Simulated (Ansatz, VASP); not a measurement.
One calculation of Zn4O, two programs

```
CELL_PARAMETERS angstrom
3.03970 0.00000 0.00000
-1.51985 2.63246 0.00000
0.00000 0.00000 9.03705
ATOMIC_POSITIONS crystal
Zn 0.66667 0.33333 0.01879
Zn 0.00000 0.00000 0.69996
Zn 0.33333 0.66667 0.46340
Zn 0.00000 0.00000 0.23631
O 0.66667 0.33333 0.80607
```

Alike in both runs: functional PBE; k mesh 12 × 12 × 4; occupations gaussian, width 0.1 eV; no spin polarisation.

Ansatz relaxed the structure, and its values are those at the end. VASP's run is a single point on that final structure, the one shown.

|  | VASP | Ansatz |
| --- | --- | --- |
| version | VASP 6.6.1 | Ansatz 0.2.0 |
| potentials or method | VASP PAW PBE potentials, release 64 (Zn, O), cutoff 520 eV | scalar-relativistic, plane waves, PAW |
| valence electrons in the cell | 54 | 54 |

```csv
,VASP,Ansatz,Ansatz less VASP
gap on the k mesh at the Fermi level (eV),none,none,-
pressure (GPa),0.5,0.0,-0.54
rms of the force components (eV/Å),0.024,0.000,-0.0237
```

A gap of «none» marks a metal or a gap that the smearing closes.
